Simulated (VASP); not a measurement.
# Nb (P6_3/mmc) in VASP: a series of runs

Runs on Nb. Level: BLYP. Tasks: single point, relaxation of cell and atoms.

All numbers are computed with VASP 6.6.1; they aren't measurements. Logs are shortened: lines on timing, memory, paths and dates and some standing lists are left out, and cuts for length are marked.

**1. The cell of the first run**

It takes space group P6_3/mmc (No. 194, hexagonal). The conventional cell has a = 3.007 Å, b = 3.007 Å, c = 5.562 Å, α = 90.00°, β = 90.00°, γ = 120.00°. Within 4.0 Å of Nb (site symmetry -6m2) lie 12 Nb at 3.01 to 3.28 Å.

**2. Single point, BLYP (volume scaled by 1.12)**

The input, INCAR:

```
PREC     = Accurate       # precision mode
ENCUT    = 520            # plane-wave cutoff, eV
EDIFF    = 1E-6           # SCF threshold, eV
ISMEAR   = -1             # smearing method
SIGMA    = 0.1            # smearing width, eV
LREAL    = F              # projectors in reciprocal space
LASPH    = T              # aspherical terms in the spheres
NELM     = 80             # most SCF steps
ALGO     = Normal         # electronic algorithm
ISIF     = 2              # what is computed and relaxed
LWAVE    = F              # write WAVECAR
LCHARG   = F              # write CHGCAR
GGA      = B5             # functional
ALDAX    = 1.0          
AGGAX    = 1.0          
AGGAC    = 1.0          
ALDAC    = 0.0          
NBANDS   = 20             # bands
```

The input, KPOINTS:

```
Automatic mesh
0
Gamma
  14 14 7
```

The input, POSCAR:

```
Nb
1.0
    3.0071987090      0.0000000000      0.0000000000
   -1.5035993545      2.6043104763      0.0000000000
    0.0000000000      0.0000000000      5.5615113720
Nb
2
Direct
    0.3333333333      0.6666666667      0.2500000000
    0.6666666667      0.3333333333      0.7500000000
```

Potentials or basis: VASP PAW PBE potentials, release 64 (Nb_sv).

Launch:

```sh
cat potpaw_PBE.64/Nb_sv/POTCAR > POTCAR
mpirun -np 1 vasp_std > vasp.out
```

OUTCAR:

```text
PREC = Accurate
   ENCUT = 520
   EDIFF = 1E-6
   ISMEAR = -1
   LREAL = F
   LASPH = T
   NELM = 80
   ISIF = 2
   GGA = B5

 ion  position               nearest neighbor table
   1  0.333  0.667  0.250-
   2  0.667  0.333  0.750-

  LATTYP: Found a hexagonal cell.
 ALAT       =     3.0071987090
 C/A-ratio  =     1.8493993614

  Lattice vectors:

 A1 = (   3.0071987090,   0.0000000000,   0.0000000000)
 A2 = (  -1.5035993545,   2.6043104763,   0.0000000000)
 A3 = (   0.0000000000,   0.0000000000,   5.5615113720)

Analysis of symmetry for initial positions (statically):
=====================================================================
 Subroutine PRICEL returns:
 Original cell was already a primitive cell.

 Routine SETGRP: Setting up the symmetry group for a
 hexagonal supercell.

 Subroutine GETGRP returns: Found 24 space group operations
 (whereof 12 operations were pure point group operations)
 out of a pool of 24 trial point group operations.

The static configuration has the point symmetry D_3d.
 The point group associated with its full space group is D_6h.

Analysis of symmetry for dynamics (positions and initial velocities):
=====================================================================
 Subroutine PRICEL returns:
 Original cell was already a primitive cell.

 Routine SETGRP: Setting up the symmetry group for a
 hexagonal supercell.

 Subroutine GETGRP returns: Found 24 space group operations
 (whereof 12 operations were pure point group operations)
 out of a pool of 24 trial point group operations.

The dynamic configuration has the point symmetry D_3d.
 The point group associated with its full space group is D_6h.

 Subroutine INISYM returns: Found 24 space group operations
 (whereof 12 operations are pure point group operations),
 and found     1 'primitive' translations

----------------------------------------------------------------------------------------

                                     Primitive cell

  volume of cell :      43.5560

  direct lattice vectors                    reciprocal lattice vectors
     3.007198709  0.000000000  0.000000000     0.332535391  0.191989398  0.000000000
    -1.503599354  2.604310476  0.000000000     0.000000000  0.383978796  0.000000000
     0.000000000  0.000000000  5.561511372     0.000000000  0.000000000  0.179807238

  length of vectors
     3.007198709  3.007198709  5.561511372     0.383978796  0.383978796  0.179807238

  position of ions in fractional coordinates (direct lattice)
     0.333333333  0.666666667  0.250000000
     0.666666667  0.333333333  0.750000000

  ion indices of the primitive-cell ions
   primitive index   ion index
                 1           1
                 2           2

----------------------------------------------------------------------------------------

 KPOINTS: Automatic mesh

Automatic generation of k-mesh.
 Grid dimensions read from file:
 generate k-points for:   14   14    7

 Generating k-lattice:

  Cartesian coordinates                     Fractional coordinates (reciprocal lattice)
     0.023752528  0.013713528  0.000000000     0.071428571 -0.000000000  0.000000000
     0.000000000  0.027427057  0.000000000     0.000000000  0.071428571  0.000000000
     0.000000000  0.000000000  0.025686748     0.000000000  0.000000000  0.142857143

  Length of vectors
     0.027427057  0.027427057  0.025686748

  Shift w.r.t. Gamma in fractional coordinates (k-lattice)
     0.000000000  0.000000000  0.000000000

 Subroutine IBZKPT returns following result:
 ===========================================

 Found     96 irreducible k-points:

 Following reciprocal coordinates:
            Coordinates               Weight
  0.000000  0.000000  0.000000      1.000000
  0.071429 -0.000000  0.000000      6.000000
  0.142857 -0.000000  0.000000      6.000000
  0.214286 -0.000000  0.000000      6.000000
  0.285714 -0.000000  0.000000      6.000000
  0.357143 -0.000000  0.000000      6.000000
[... 16 lines left out ...]
  0.285714  0.285714  0.000000      6.000000
  0.357143  0.285714  0.000000      6.000000
 [... further k-points ...]
   k-points           NKPTS =     96   k-points in BZ     NKDIM =     96   number of bands    NBANDS=     20
   number of dos      NEDOS =    301   number of ions     NIONS =      2
   total plane-waves  NPLWV =  24192
   dimension x,y,z NGX =    24 NGY =   24 NGZ =   42
   dimension x,y,z NGXF=    48 NGYF=   48 NGZF=   84
   ions per type =               2
   NGX,Y,Z   is equivalent  to a cutoff of  13.27, 13.27, 12.55 a.u.
   NGXF,Y,Z  is equivalent  to a cutoff of  26.54, 26.54, 25.11 a.u.
 SYSTEM =  unknown system
   PREC   = accura    normal or accurate (medium, high low for compatibility)
   ISTART =      0    job   : 0-new  1-cont  2-samecut
   ICHARG =      2    charge: 1-file 2-atom 10-const
   ISPIN  =      1    spin polarized calculation?
   LNONCOLLINEAR =      F non collinear calculations
   LSORBIT =      F    spin-orbit coupling
   LASPH  =      T    aspherical Exc in radial PAW
   ENCUT  =  520.0 eV  38.22 Ry    6.18 a.u.   5.59  5.59 10.34*2*pi/ulx,y,z
   NELM   =     80;   NELMIN=  2; NELMDL= -5     # of ELM steps
   EDIFF  = 0.1E-05   stopping-criterion for ELM
   LREAL  =      F    real-space projection
   EDIFFG = 0.1E-04   stopping-criterion for IOM
   NSW    =      0    number of steps for IOM
   IBRION =     -1    ionic relax: 0-MD 1-quasi-New 2-CG
   NFREE  =      0    steps in history (QN), initial steepest desc. (CG)
   ISIF   =      2    stress and relaxation
   ISYM   =      2    0-nonsym 1-usesym 2-fastsym
   POTIM  = 0.5000    time-step for ionic-motion
   TEBEG  =    0.0;   TEEND  =   0.0 temperature during run
   PSTRESS=    0.0 pullay stress
   NELECT =      26.0000    total number of electrons
   NUPDOWN=      -1.0000    fix difference up-down
   EMIN   =  10.00;   EMAX   =-10.00  energy-range for DOS
   EFERMI =   0.00;   METHOD = LEGACY
   ISMEAR =    -1;   SIGMA  =   0.10  broadening in eV -4-tet -1-fermi 0-gaus
   EFERMI_NEDOS =   21; number of points for ismear=-14 and -15
   IALGO  =     38    algorithm
   IMIX   =      4    mixing-type and parameters
     AMIX     =   0.40;   BMIX     =  1.00
     AMIX_MAG =   1.60;   BMIX_MAG =  1.00
  volume/ion in A,a.u.               =      21.78       146.97
  Fermi-wavevector in a.u.,A,eV,Ry     =   1.378426  2.604847 25.851852  1.900058
  Thomas-Fermi vector in A             =   2.503488
   LORBIT       =      0    0 simple, 1 ext, 2 COOP (PROOUT), +10 PAW based schemes
   GGA     = B5    functional components
   LHFCALC =     F    Hartree Fock is set to
   AEXX    =    0.0000 exact exchange contribution
   IVDW    =     0    specifies the selected vdW correction
   LEPSILON=     F    determine dielectric tensor
   LRPA    =     F    only Hartree local field effects (RPA)
 non-spin polarized calculation
  energy-cutoff  :      520.00
  volume of cell :       43.56
 maximum number of plane-waves:      1195
 NGX is ok and might be reduce to    24
   NGX = 11   NGY = 11   NGZ = 21

 number of electron      26.0000000 magnetization

 Free energy of the ion-electron system (eV)
  ---------------------------------------------------
  ext. energy  EPLUGINS =         0.00000000
  ---------------------------------------------------
  free energy    TOTEN  =       -17.01500538 eV

  energy without entropy =      -16.90236986  energy(sigma->0) =      -16.95868762

 E-fermi :   9.5582     XC(G=0): -10.9331

 val. band max:        9.5576969731   @ k =   0.2143   0.1429   0.1429
 cond. band min:       9.5729089909   @ k =   0.0714  -0.0000   0.0000
 fundamental gap:      0.0152120178
 Fermi energy:         9.5582462147

 k-point     1 :       0.0000    0.0000    0.0000
  band No.  band energies     occupation
      1     -45.2463      2.00000
      2     -45.1867      2.00000
      3     -21.6394      2.00000
      4     -21.1187      2.00000
      5     -20.9101      2.00000
      6     -20.9101      2.00000
[... 12 lines left out ...]
     19      12.9934      0.00000
     20      12.9934      0.00000

 k-point     2 :       0.0714   -0.0000    0.0000
  band No.  band energies     occupation
      1     -45.2400      2.00000
      2     -45.1817      2.00000
      3     -21.6276      2.00000
      4     -21.1186      2.00000
      5     -20.9525      2.00000
      6     -20.9212      2.00000
[... 12 lines left out ...]
     19      13.0263      0.00000
     20      13.3858      0.00000

 k-point     3 :       0.1429   -0.0000    0.0000
  band No.  band energies     occupation
      1     -45.2223      2.00000
      2     -45.1678      2.00000
      3     -21.5937      2.00000
      4     -21.1191      2.00000
      5     -21.0705      2.00000
      6     -21.0245      2.00000
[... 12 lines left out ...]
     19      13.0837      0.00000
     20      14.2404      0.00000

 k-point     4 :       0.2143   -0.0000    0.0000
  band No.  band energies     occupation
      1     -45.1962      2.00000
      2     -45.1479      2.00000
      3     -21.5422      2.00000
      4     -21.2394      2.00000
      5     -21.1910      2.00000
      6     -21.1221      2.00000
[... 12 lines left out ...]
     19      13.1144      0.00000
     20      15.2501      0.00000

 k-point     5 :       0.2857   -0.0000    0.0000
  band No.  band energies     occupation
      1     -45.1665      2.00000
      2     -45.1263      2.00000
      3     -21.4799      2.00000
      4     -21.4243      2.00000
      5     -21.3705      2.00000
      6     -21.1304      2.00000
[... 12 lines left out ...]
     19      13.1095      0.00000
     20      16.2698      0.00000
[... 353 lines left out ...]
      6     -21.2588      2.00000
[... 12 lines left out ...]
     19      15.2113      0.00000
     20      17.9977      0.00000

 k-point    22 :       0.3571    0.2143    0.0000
  band No.  band energies     occupation
      1     -45.0986      2.00000
      2     -45.0863      2.00000
      3     -21.6262      2.00000
      4     -21.5655      2.00000
      5     -21.3132      2.00000
      6     -21.3009      2.00000
[... 12 lines left out ...]
     19      15.9776      0.00000
     20      17.0684      0.00000

 k-point    23 :       0.2857    0.2857    0.0000
  band No.  band energies     occupation
      1     -45.0967      2.00000
      2     -45.0857      2.00000
      3     -21.5753      2.00000
      4     -21.5309      2.00000
      5     -21.3611      2.00000
      6     -21.3041      2.00000
[... 12 lines left out ...]
     19      16.0806      0.00000
     20      17.2624      0.00000

 k-point    24 :       0.3571    0.2857    0.0000
  band No.  band energies     occupation
      1     -45.0900      2.00000
      2     -45.0852      2.00000
      3     -21.5574      2.00000
      4     -21.4961      2.00000
      5     -21.4243      2.00000
      6     -21.3571      2.00000
[... 12 lines left out ...]
     19      16.5735      0.00000
     20      16.7765      0.00000

 [... further k-points ...]
[... 5 lines left out ...]
  --------------------------------------------------------------------------------------
  -------------------------------------------------------------------------------------
  Total       -3.8731390     -3.8731390     -3.2386462      0.0000000     -0.0000000      0.0000000
  in kB     -142.4708291   -142.4708291   -119.1314338      0.0000000     -0.0000000      0.0000000
  external PRESSURE =    -134.6910307 kB  Pullay stress =       0.0000000 kB

 VOLUME and BASIS-vectors are now :
 -----------------------------------------------------------------------------
  energy-cutoff  :      520.00
  volume of cell :       43.56
      direct lattice vectors                 reciprocal lattice vectors
     3.007198709  0.000000000  0.000000000     0.332535391  0.191989398  0.000000000
    -1.503599354  2.604310476  0.000000000     0.000000000  0.383978796  0.000000000
     0.000000000  0.000000000  5.561511372     0.000000000  0.000000000  0.179807238

 POSITION                                       TOTAL-FORCE (eV/Angst)
 -----------------------------------------------------------------------------------
     -0.00000      1.73621      1.39038        -0.000000      0.000000      0.000000
      1.50360      0.86810      4.17113         0.000000     -0.000000      0.000000
 -----------------------------------------------------------------------------------
    total drift:                               -0.000000      0.000000     -0.000000

  FREE ENERGIE OF THE ION-ELECTRON SYSTEM (eV)
  ---------------------------------------------------
  free  energy   TOTEN  =       -17.0150053771 eV

  energy  without entropy=      -16.9023698551  energy(sigma->0) =      -16.95868762
```

Run time: 51 s. Hardware: 1 thread of Intel Xeon Platinum 8488C (Sapphire Rapids), shared host; peak memory 0.2 GiB.

What came out:

| Property | Result |
| --- | --- |
| Free energy | -17.0150 eV |
| Pressure | -13.5 GPa |
| Band gap on the k mesh | zero (band 13 reaches 10.86 eV, above the bottom of band 14 at 9.08 eV) |

Levels at points of the mesh, in eV from the Fermi level:
| k point | band 9 | band 10 | band 11 | band 12 | band 13 | band 14 | band 15 | band 16 | band 17 | band 18 |
| --- | --- | --- | --- | --- | --- | --- | --- | --- | --- | --- |
| (0.00, 0.00, 0.00) | -5.63 | -3.44 | -0.88 | 0.28 | 0.31 | 0.31 | 0.63 | 0.63 | 2.16 | 2.16 |
| (0.50, 0.00, 0.00) | -2.95 | -2.82 | -2.53 | -0.43 | 0.20 | 0.23 | 0.73 | 3.49 | 4.44 | 4.59 |

Caveat: the PAW data sets were made with another functional, which shifts forces and pressure a little.

[end of part 1 of 2]
